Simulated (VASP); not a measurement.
A run of VASP 6.6.1 is set up as follows.

The input INCAR:

```
SYSTEM = Hf
ALGO = Normal
EDIFF = 1E-6
ENCUT = 520
GGA = PE
ISIF = 2
ISMEAR = 0
LASPH = .True.
LCHARG = .True.
LELF = .True.
LREAL = .False.
LVHAR = .True.
LWAVE = .False.
NBANDS = 22
NELM = 100
PREC = Accurate
SIGMA = 0.1
```

Contents of KPOINTS:

```
k-points
0
Gamma
  4 4 4
  0 0 0
```

POSCAR

```
Hf
1.0
    4.2070114300      0.0000000000      0.0000000000
    0.0000000000      4.2070114300      0.0000000000
    0.0000000000      0.0000000000      4.2070114300
Hf
3
Direct
    0.5000000000      0.0000000000      0.0000000000
    0.0000000000      0.5000000000      0.0000000000
    0.0000000000      0.0000000000      0.5000000000
```

Potentials or basis: VASP PAW PBE potentials, release 64 (Hf_pv).

The run is started by

```console
$ cat potpaw_PBE.64/Hf_pv/POTCAR > POTCAR
$ mpirun -np 1 vasp_std > vasp.out
```

Task: What does it give for the band gap on the k mesh?

Result: Zero (band 15 reaches 5.04 eV, above the bottom of band 16 at 2.29 eV).

Task: What does it give for the pressure?

Result: 3.5 GPa.

Caveat: the k points lie up to 0.37 Å⁻¹ apart; spin-orbit coupling is left out, which moves the levels of the heavy elements.
